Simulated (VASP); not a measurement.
Set up this calculation in VASP 6.6.1, as the native input.

| Property | Result |
| --- | --- |
| Task | single point |
| Functional | r2SCAN |
| Potentials or basis | VASP PAW PBE potentials, release 64 (B, As) |
| Cutoff | 520 eV |
| k mesh | 10 × 10 × 10 |
| Occupations | gaussian, width 0.01 eV |
| Spin | no spin polarisation |
| Dipole correction | no |
| Further INCAR settings | ALGO = Normal; EDIFF = 1e-07; NBANDS = 11 |

The system is BAs.

```xyz
2
Lattice="0.0000 2.3646 2.4045 2.3646 0.0000 2.4045 2.3646 2.3646 0.0000" Properties=species:S:1:pos:R:3 pbc="T T T"
B     0.0000    0.0000    0.0000
As    1.1823    1.1823    1.2023
```

This cell differs from its parent crystal: epitaxial xy strain -1.1%.

One way to write it, as run:

POSCAR

```
BAs
1.0
    0.0000000000      2.3646025850      2.4045142790
    2.3646025850      0.0000000000      2.4045142790
    2.3646025850      2.3646025850      0.0000000000
B As
1 1
Direct
    0.0000000000      0.0000000000      0.0000000000
    0.2500000000      0.2500000000      0.2500000000
```

INCAR.step1

```
SYSTEM = BAs
  PREC = Accurate
  ENCUT = 520
  ISMEAR = 0
  SIGMA = 0.01
  LREAL = .FALSE.
  LASPH = .TRUE.
  NELM = 80
  NBANDS = 11
  GGA = PE
  ALGO = Normal
  EDIFF = 1E-4
  LWAVE = .TRUE.
  LCHARG = .FALSE.
```

INCAR.step2

```
SYSTEM = BAs
  PREC = Accurate
  ENCUT = 520
  EDIFF = 1E-7
  ISMEAR = 0
  SIGMA = 0.01
  LREAL = .FALSE.
  LASPH = .TRUE.
  NELM = 80
  ALGO = Normal
  ISIF = 2
  LWAVE = .FALSE.
  LCHARG = .TRUE.
  METAGGA = R2SCAN
  LMIXTAU = .TRUE.
  LELF = .TRUE.
  LVHAR = .TRUE.
  NBANDS = 11
  ISTART = 1
```

KPOINTS

```
regular mesh
0
G
  10 10 10
  0 0 0
```

Potentials or basis: VASP PAW PBE potentials, release 64 (B, As).

Command:

```sh
$ cat potpaw_PBE.64/B/POTCAR potpaw_PBE.64/As/POTCAR > POTCAR
$ cp INCAR.step1 INCAR
$ mpirun -np 1 vasp_std > vasp.out
$ cp INCAR.step2 INCAR
$ mpirun -np 1 vasp_std > vasp.out
```

Results of the run:

```yaml
Pressure: 2.9 GPa
Band_gap_on_the_k_mesh: 1.22 eV, indirect (least direct gap 3.36 eV)
```

Caveat: the cell differs from its parent crystal (epitaxial xy strain -1.1%); the PAW data sets were made with another functional, which shifts forces and pressure a little.

Run time: 4.2 min on 1 thread of Intel Xeon 8259CL, on a shared host, peak memory 0.19 GiB.
